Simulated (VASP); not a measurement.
Here is a VASP 6.6.1 calculation.

Contents of INCAR:

```
SYSTEM = CuAs
PREC = Accurate ; ENCUT = 520
EDIFF = 1E-7 ; ISMEAR = 0
SIGMA = 0.15 ; LREAL = .False.
LASPH = .True. ; NELM = 60
ALGO = Normal ; ISIF = 2
LWAVE = .False. ; LCHARG = .True.
GGA = CA ; LELF = .True.
LVHAR = .True. ; NBANDS = 24
```

The input KPOINTS:

```
regular mesh
0
Gamma
  12 12 8
  0 0 0
```

File POSCAR:

```
CuAs
1.0
    4.0443000000      0.0000000000      0.0000000000
   -2.0221500000      3.5024665405      0.0000000000
    0.0000000000      0.0000000000      5.2467000000
Cu As
2 2
Direct
    0.0000000000      0.0000000000      0.5000000000
    0.0000000000      0.0000000000      0.0000000000
    0.6666666667      0.3333333333      0.7500000000
    0.3333333333      0.6666666667      0.2500000000
```

Potentials or basis: VASP PAW LDA potentials, release 64 (Cu, As).

Run with:

```sh
$ cat potpaw_LDA.64/Cu/POTCAR potpaw_LDA.64/As/POTCAR > POTCAR
$ mpirun -np 1 vasp_std > vasp.out
```

**Question.** What does it give for the band gap on the k mesh?

**Answer.** Zero (band 16 reaches 5.78 eV, above the bottom of band 17 at 3.92 eV).

**Question.** What does it give for the pressure?

**Answer.** -16.2 GPa.

Stress tensor (GPa, compression positive):
```
-15.97   0.00   0.00
  0.00 -15.97   0.00
  0.00   0.00 -16.77
```
